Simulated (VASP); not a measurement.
Input of a VASP 6.6.1 run:

Contents of POSCAR:

```
Cu
1.0
    0.0000000000      1.7509782209      1.9260760430
    1.7509782209      0.0000000000      1.9260760430
    1.7509782209      1.7509782209      0.0000000000
Cu
1
Direct
    0.0000000000      0.0000000000      0.0000000000
```

File INCAR.step1:

```
ALGO = Normal
EDIFF = 1E-4
ENCUT = 520
GGA = PE
ISMEAR = 0
LASPH = T
LCHARG = F
LREAL = F
LWAVE = T
NBANDS = 12
NELM = 60
PREC = Accurate
SIGMA = 0.15
```

File INCAR.step2:

```
ALGO = Normal
EDIFF = 1E-6
ENCUT = 520
ISIF = 2
ISMEAR = 0
ISTART = 1
LASPH = T
LCHARG = F
LMIXTAU = T
LREAL = F
LWAVE = F
METAGGA = R2SCAN
NBANDS = 12
NELM = 60
PREC = Accurate
SIGMA = 0.15
```

KPOINTS

```
k-points
0
Gamma
  24 24 24
```

Potentials or basis: VASP PAW PBE potentials, release 64 (Cu).

Run with:

```console
$ cat potpaw_PBE.64/Cu/POTCAR > POTCAR
$ cp INCAR.step1 INCAR
$ mpirun -np 1 vasp_std > vasp.out
$ cp INCAR.step2 INCAR
$ mpirun -np 1 vasp_std > vasp.out
```

Question: Estimate the pressure.

Answer: -3.9 GPa.

Stress tensor (GPa, compression positive):
```
-1.39  0.00  0.00
 0.00 -1.39  0.00
 0.00  0.00 -8.78
```

Caveat: the PAW data sets were made with another functional, which shifts forces and pressure a little.
